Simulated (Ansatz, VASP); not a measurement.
## Two plane-wave programs on KAg4Sb3

```xyz
8
Lattice="4.8962 0.0000 0.0000 0.0000 4.8962 0.0000 0.0000 0.0000 8.7932" Properties=species:S:1:pos:R:3 pbc="T T T"
K     0.0000    0.0000    4.3966
Ag    0.0000    2.4481    1.5399
Ag    2.4481    0.0000    1.5399
Ag    0.0000    2.4481    7.2533
Ag    2.4481    0.0000    7.2533
Sb    2.4481    2.4481    2.9645
Sb    2.4481    2.4481    5.8288
Sb    0.0000    0.0000    0.0000
```

Change from the starting cell: species swapped into the RbZn4As3 type (P4/mmm, No. 123).

Alike in both runs: functional PBE; k mesh 8 × 8 × 4; occupations gaussian, width 0.1 eV; no spin polarisation.

Ansatz relaxed the structure, and its values are those at the end. VASP's run is a single point on that final structure, the one shown.

|  | VASP | Ansatz |
| --- | --- | --- |
| version | VASP 6.6.1 | Ansatz 0.2.0 |
| potentials or method | VASP PAW PBE potentials, release 64 (K_sv, Ag, Sb), cutoff 520 eV | scalar-relativistic, plane waves, PAW |
| valence electrons in the cell | 68 | 130 |

|  | VASP | Ansatz | Ansatz less VASP |
| --- | --- | --- | --- |
| gap on the k mesh at the Fermi level (eV) | none | none | - |
| pressure (GPa) | -0.1 | 0.0 | +0.06 |
| rms of the force components (eV/Å) | 0.007 | 0.001 | -0.0054 |

A gap of «none» marks a metal or a gap that the smearing closes. With one functional, cell and mesh, what is left measures potentials, basis and numerics. VASP's potentials hold 68 valence electrons a cell and Ansatz's 130, so a difference there can come from the potentials and not from the codes.

Neither program's run includes spin-orbit coupling.
